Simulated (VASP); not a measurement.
Write the native input for VASP 6.6.1 that does the following.

| Quantity | Value |
| --- | --- |
| Task | relaxation of cell and atoms |
| Functional | PBE |
| Potentials or basis | VASP PAW PBE potentials, release 64 (Nb_sv) |
| Cutoff | 500 eV |
| k mesh | 9 × 9 × 9 |
| Occupations | fermi-dirac, width 0.05 eV |
| Spin | no spin polarisation |
| Target pressure | 20 GPa |
| Dipole correction | no |
| Further INCAR settings | ALGO = Normal; EDIFF = 1e-07; IBRION = 2; EDIFFG = -0.01; NSW = 80; ISIF = 3 |

The structure of Nb lies in POSCAR:

```
Nb
1.0
    0.0000000000      2.0950000000      2.0950000000
    2.0950000000      0.0000000000      2.0950000000
    2.0950000000      2.0950000000      0.0000000000
Nb
1
Direct
    0.0000000000      0.0000000000      0.0000000000
```

This isn't the form of Nb at room conditions, which is bcc.

One way to write it, as run:

INCAR

```
PREC = Accurate
ENCUT = 500
EDIFF = 1E-7
ISMEAR = -1
SIGMA = 0.05
LREAL = False
LASPH = True
NELM = 120
ALGO = Normal
ISIF = 3
LWAVE = False
LCHARG = False
GGA = PE
IBRION = 2
NSW = 80
EDIFFG = -0.01
PSTRESS = 200.0
GGA_COMPAT = False
NELMIN = 4
```

KPOINTS

```
Automatic mesh
0
Gamma
  9 9 9
```

Potentials or basis: VASP PAW PBE potentials, release 64 (Nb_sv).

Launch:

```console
$ cat potpaw_PBE.64/Nb_sv/POTCAR > POTCAR
$ mpirun -np 1 vasp_std > vasp.out
```

Results of the run:

```
Relaxed volume                                             : 17.00 Å³/atom
Relaxed cell                                               : a = 2.886 Å, b = 2.886 Å, c = 2.886 Å, α = 60.00°, β = 60.00°, γ = 60.00°
Space group after relaxing (to 0.1 Å)                      : Fm-3m (No. 225)
Energy change on relaxing (the run minimises the enthalpy) : +101.8 meV/atom
Ionic steps                                                : 7
Pressure after relaxing                                    : 20.0 GPa
Band gap on the k mesh                                     : zero (an odd number of electrons rules out a gap without spin polarisation)
```

Caveat: the cell is relaxed towards a set pressure, so the run minimises the enthalpy, not the energy.

Wall time 34 s on 1 thread of Intel Xeon 8259CL, with other jobs on the host, peak memory 0.15 GiB.
